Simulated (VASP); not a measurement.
# GaSb (F-43m) in VASP: further runs, part 2 of 2

VASP 6.6.1.

## (4) Single point, PBE-based screened hybrid with 50 % exact exchange

Input file POSCAR:

```
GaSb
1.0
    0.0000000000      3.0658787993      3.0658787993
    3.0658787993      0.0000000000      3.0658787993
    3.0658787993      3.0658787993      0.0000000000
Ga Sb
1 1
Direct
    0.0000000000      0.0000000000      0.0000000000
    0.2500000000      0.2500000000      0.2500000000
```

Input file INCAR.step1:

```
ALGO = Normal
EDIFF = 1E-5
ENCUT = 400
GGA = PE
GGA_COMPAT = F
ISIF = 2
ISMEAR = -1
LASPH = T
LREAL = F
LWAVE = T
NBANDS = 21
NELM = 120
PREC = Accurate
SIGMA = 0.02
```

Input file INCAR.step2:

```
AEXX = 0.5
ALGO = Normal
EDIFF = 1E-6
ENCUT = 400
GGA = PE
GGA_COMPAT = F
HFSCREEN = 0.2078
ISIF = 2
ISMEAR = -1
ISTART = 1
LASPH = T
LCHARG = T
LELF = T
LHFCALC = T
LREAL = F
LVHAR = T
LWAVE = F
NBANDS = 21
NELM = 120
PREC = Accurate
PRECFOCK = Normal
SIGMA = 0.02
```

Input file KPOINTS:

```
k-points
0
Gamma
  4 4 4
```

Potentials or basis: VASP PAW PBE potentials, release 64 (Ga_d, Sb_d_GW).

Started as:

```bash
cat potpaw_PBE.64/Ga_d/POTCAR potpaw_PBE.64/Sb_d_GW/POTCAR > POTCAR
cp INCAR.step1 INCAR
mpirun -np 1 vasp_std > vasp.out
cp INCAR.step2 INCAR
mpirun -np 1 vasp_std > vasp.out
```

OUTCAR:

```text
AEXX = 0.5
   EDIFF = 1E-6
   ENCUT = 400
   GGA = PE
   HFSCREEN = 0.2078
   ISIF = 2
   ISMEAR = -1
   ISTART = 1
   LASPH = T
   LHFCALC = T
   LREAL = F
   NELM = 120
   PREC = Accurate
   PRECFOCK = Normal

 ion  position               nearest neighbor table
   1  0.000  0.000  0.000-   2 2.66   2 2.66   2 2.66   2 2.66
   2  0.250  0.250  0.250-   1 2.66   1 2.66   1 2.66   1 2.66

  LATTYP: Found a face centered cubic cell.
 ALAT       =     6.1317575986

  Lattice vectors:

 A1 = (   0.0000000000,   3.0658787993,   3.0658787993)
 A2 = (   3.0658787993,   0.0000000000,   3.0658787993)
 A3 = (   3.0658787993,   3.0658787993,   0.0000000000)

Analysis of symmetry for initial positions (statically):
=====================================================================
 Subroutine PRICEL returns:
 Original cell was already a primitive cell.

 Routine SETGRP: Setting up the symmetry group for a
[... 150 lines left out ...]
 Free energy of the ion-electron system (eV)
  ---------------------------------------------------
  ext. energy  EPLUGINS =         0.00000000
  ---------------------------------------------------
  free energy    TOTEN  =       -10.14372840 eV

  energy without entropy =      -10.14372840  energy(sigma->0) =      -10.14372840

 E-fermi :   3.5436     XC(G=0):  -6.1492

 val. band max:        3.0564755971   @ k =   0.0000   0.0000   0.0000
 cond. band min:       4.8405158177   @ k =   0.0000   0.0000   0.0000
 fundamental gap:      1.7840402205
 Fermi energy:         3.5435670526

 k-point     1 :       0.0000    0.0000    0.0000
  band No.  band energies     occupation
      1     -30.0269      2.00000
      2     -30.0269      2.00000
      3     -30.0269      2.00000
      4     -29.9987      2.00000
      5     -29.9987      2.00000
      6     -17.2822      2.00000
[... 181 lines left out ...]
     20      15.5479      0.00000
     21      16.5850      0.00000

------------------------ aborting loop because EDIFF is reached ----------------------------------------

  FORCE on cell =-STRESS in cart. coord.  units (eV):
  Direction    XX          YY          ZZ          XY          YZ          ZX
  --------------------------------------------------------------------------------------
  -------------------------------------------------------------------------------------
  Total       -0.5177024     -0.5177024     -0.5177024     -0.0000000     -0.0000000     -0.0000000
  in kB      -14.3911617    -14.3911617    -14.3911617     -0.0000000     -0.0000000     -0.0000000
  external PRESSURE =     -14.3911617 kB  Pullay stress =       0.0000000 kB

 VOLUME and BASIS-vectors are now :
 -----------------------------------------------------------------------------
  energy-cutoff  :      400.00
  volume of cell :       57.64
      direct lattice vectors                 reciprocal lattice vectors
     0.000000000  3.065878799  3.065878799    -0.163085377  0.163085377  0.163085377
     3.065878799  0.000000000  3.065878799     0.163085377 -0.163085377  0.163085377
     3.065878799  3.065878799  0.000000000     0.163085377  0.163085377 -0.163085377

 POSITION                                       TOTAL-FORCE (eV/Angst)
 -----------------------------------------------------------------------------------
      0.00000      0.00000      0.00000        -0.000000      0.000000      0.000000
      1.53294      1.53294      1.53294         0.000000     -0.000000     -0.000000
 -----------------------------------------------------------------------------------
    total drift:                               -0.000048      0.000031     -0.000013

  FREE ENERGIE OF THE ION-ELECTRON SYSTEM (eV)
  ---------------------------------------------------
  free  energy   TOTEN  =       -10.1437284040 eV

  energy  without entropy=      -10.1437284040  energy(sigma->0) =      -10.14372840
```

OUTCAR.step1:

```text
EDIFF = 1E-5
   ENCUT = 400
   GGA = PE
   ISIF = 2
   ISMEAR = -1
[... 393 lines left out ...]
 -----------------------------------------------------------------------------------
      0.00000      0.00000      0.00000        -0.000000      0.000000      0.000000
      1.53294      1.53294      1.53294         0.000000     -0.000000     -0.000000
 -----------------------------------------------------------------------------------
    total drift:                               -0.000001     -0.000001     -0.000001

  FREE ENERGIE OF THE ION-ELECTRON SYSTEM (eV)
  ---------------------------------------------------
  free  energy   TOTEN  =        -7.1802849879 eV

  energy  without entropy=       -7.1789141045  energy(sigma->0) =       -7.17959955
```

OSZICAR.step1:

```text
N       E                     dE             d eps       ncg     rms          rms(c)
DAV:   1     0.169904439843E+03    0.16990E+03   -0.10354E+04   440   0.103E+04
DAV:   2     0.140466420533E+02   -0.15586E+03   -0.15123E+03   584   0.107E+03
DAV:   3    -0.647358949055E+01   -0.20520E+02   -0.20458E+02   533   0.167E+02
DAV:   4    -0.721418888389E+01   -0.74060E+00   -0.74016E+00   480   0.214E+01
DAV:   5    -0.724291261910E+01   -0.28724E-01   -0.28719E-01   479   0.377E+00    0.279E+00
DAV:   6    -0.719388763402E+01    0.49025E-01   -0.10080E-01   582   0.589E+00    0.169E+00
DAV:   7    -0.717773005465E+01    0.16158E-01   -0.39580E-02   506   0.413E+00    0.269E-01
DAV:   8    -0.717934513834E+01   -0.16151E-02   -0.57707E-03   475   0.146E+00    0.845E-02
DAV:   9    -0.718017952830E+01   -0.83439E-03   -0.91895E-04   380   0.472E-01    0.270E-02
DAV:  10    -0.718027114240E+01   -0.91614E-04   -0.11577E-04   440   0.946E-02    0.975E-03
DAV:  11    -0.718028427654E+01   -0.13134E-04   -0.27988E-05   297   0.735E-02    0.320E-03
DAV:  12    -0.718028498788E+01   -0.71134E-06   -0.23980E-06   248   0.219E-02
   1 F= -.71802850E+01 E0= -.71795995E+01  d E =-.137088E-02
```

Run time: 8.8 min. Hardware: 1 thread of Intel Xeon 6975P-C (Granite Rapids), shared host; peak memory 0.28 GiB.

Results:

```
Free energy            : -10.1437 eV
Pressure               : -1.4 GPa
Band gap on the k mesh : 1.78 eV
```

Caveat: the k points lie up to 0.44 Å⁻¹ apart; the PAW data sets were made with another functional, which shifts forces and pressure a little; spin-orbit coupling is left out, which moves the levels of the heavy elements. A k mesh can miss the band edges.

## (5) Single point, PBE-based screened hybrid with 40 % exact exchange

POSCAR is that of step 4.

INCAR.step1, as its differences from that of step 4:

```diff
@@ -8,2 +8,3 @@
 LASPH = T
+LCHARG = F
 LREAL = F
```

Input file INCAR.step2:

```
AEXX = 0.4
ALGO = Normal
EDIFF = 1E-6
ENCUT = 400
GGA = PE
GGA_COMPAT = F
HFSCREEN = 0.5
ISIF = 2
ISMEAR = -1
ISTART = 1
LASPH = T
LCHARG = F
LHFCALC = T
LREAL = F
LWAVE = F
NBANDS = 21
NELM = 120
PREC = Accurate
PRECFOCK = Normal
SIGMA = 0.02
```

KPOINTS is that of step 4.

Started as:

```bash
cat potpaw_PBE.64/Ga_d/POTCAR potpaw_PBE.64/Sb_d_GW/POTCAR > POTCAR
cp INCAR.step1 INCAR
mpirun -np 1 vasp_std > vasp.out
cp INCAR.step2 INCAR
mpirun -np 1 vasp_std > vasp.out
```

Run time: 13 min. Hardware: 1 thread of AMD EPYC 9R45 (Zen 5), shared host; peak memory 0.26 GiB.

Results (log left out):

```
Free energy            : -8.3420 eV
Pressure               : 0.4 GPa
Band gap on the k mesh : 0.71 eV
```

Levels at points of the mesh, in eV from the valence-band top:
| k point | band 10 | band 11 | band 12 | band 13 | band 14 | band 15 | band 16 | band 17 | band 18 | band 19 |
| --- | --- | --- | --- | --- | --- | --- | --- | --- | --- | --- |
| (0.00, 0.00, 0.00) | -18.60 | -12.46 | 0.00 | 0.00 | 0.00 | 0.71 | 3.25 | 3.25 | 3.25 | 6.40 |
| (0.50, 0.00, 0.00) | -18.60 | -10.68 | -6.72 | -1.21 | -1.21 | 0.89 | 4.23 | 4.23 | 7.02 | 10.13 |
| (0.50, 0.50, 0.00) | -18.60 | -9.76 | -7.21 | -2.71 | -2.71 | 1.29 | 1.60 | 9.65 | 9.65 | 10.98 |

Caveat: the k points lie up to 0.44 Å⁻¹ apart; the PAW data sets were made with another functional, which shifts forces and pressure a little; spin-orbit coupling is left out, which moves the levels of the heavy elements.

## (6) The runs side by side

```tsv
level	smearing	share of exact exchange	screening parameter	gap on the mesh (eV)	pressure (GPa)
HSE06	fermi-dirac 0.2 eV	0.25	0.2079 1/Å	0.80	0.2
PBE-based screened hybrid with 100 % exact exchange	fermi-dirac 0.02 eV	1	0.2078 1/Å	3.48	-3.9
PBE-based screened hybrid with 50 % exact exchange	fermi-dirac 0.02 eV	0.5	0.2078 1/Å	1.78	-1.4
PBE-based screened hybrid with 40 % exact exchange	fermi-dirac 0.02 eV	0.4	0.5 1/Å	0.71	0.4
```

Alike in all rows: task single point; potentials or basis VASP PAW PBE potentials, release 64 (Ga_d, Sb_d_GW); no spin polarisation; cell as given; k mesh 4 × 4 × 4; cutoff (eV) 400.

Caveats: all runs use coarse meshes; the PAW data sets were made with another functional, which shifts forces and pressure a little; spin-orbit coupling is left out, which moves the levels of the heavy elements.

Absolute energies hang on the potentials; compare differences alone.
